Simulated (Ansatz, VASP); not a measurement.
Two plane-wave programs on Sn

The input INCAR:

```
AGGAC = 1.0
AGGAX = 1.0
ALDAC = 0.0
ALDAX = 1.0
ALGO = Fast
EDIFF = 1E-6
ENCUT = 520
GGA = B5
ISIF = 2
ISMEAR = -1
LASPH = True
LCHARG = True
LELF = True
LREAL = False
LVHAR = True
LWAVE = False
NBANDS = 21
NELM = 80
PREC = Accurate
SIGMA = 0.05
```

File KPOINTS:

```
k-points
0
Gamma
  9 9 9
```

Contents of POSCAR:

```
Sn
1.0
   -2.9401404553      2.9401404553      1.5993019889
    2.9401404553     -2.9401404553      1.5993019889
    2.9401404553      2.9401404553     -1.5993019889
Sn
2
Direct
    0.0000000000      0.0000000000      0.0000000000
    0.7500000000      0.2500000000      0.5000000000
```

File input.yaml:

```yaml
crystal:
  lattice:
    - [-2.9401404553, 2.9401404553, 1.5993019889]
    - [2.9401404553, -2.9401404553, 1.5993019889]
    - [2.9401404553, 2.9401404553, -1.5993019889]
  atoms:
    - { symbol: Sn, position: [0.0, 0.0, 0.0] }
    - { symbol: Sn, position: [0.75, 0.25, 0.5] }
hamiltonian:
  xc: blyp
  pseudopotentials: { kind: paw }
kpoints:
  mp_grid: { grid: [9, 9, 9] }
  band_path:
    path:
      - [[0.0, 0.0, 0.0], [0.0, 0.0, 0.5], [-0.5, 0.5, 0.5], [0.0, 0.0, 0.0], [0.3239715651, 0.3239715651, -0.3239715651], [0.25, 0.25, 0.25], [0.0, 0.5, 0.0], [-0.3239715651, 0.6760284349, 0.3239715651], [-0.5, 0.5, 0.5]]
      - [[0.0, 0.0, 0.5], [0.25, 0.25, 0.25]]
    npoints: 14
scf:
  occupations: { method: fermi_dirac, width: 0.05 }
  n_extra_bands: 6
output:
  forces: true
  stress: true
  eigenvalues: true
  fatbands: false
```

Alike in both runs: functional BLYP; k mesh 9 × 9 × 9; occupations fermi-dirac, width 0.05 eV; no spin polarisation.

|  | VASP | Ansatz |
| --- | --- | --- |
| version | VASP 6.6.1 | Ansatz 0.2.0 |
| potentials or method | VASP PAW PBE potentials, release 64 (Sn_d) | Ansatz PAW |
| plane-wave cutoff (eV) | 520 | 420 |
| valence electrons in the cell | 28 | 28 |
| task | single point | band structure |

Ansatz gave:

```
gap on the k mesh at the Fermi level (eV)                     : none
pressure (GPa)                                                : 5.7
traceless stress, the component that is largest in VASP (GPa) : -0.31
```

Problem. Estimate VASP's values.

Solution. gap on the k mesh at the Fermi level (eV): none; pressure (GPa): 5.7; traceless stress, the component that is largest in VASP (GPa): -0.33.

VASP's potentials were made for PBE, not for BLYP. A gap of «none» marks a metal or a gap that the smearing closes.
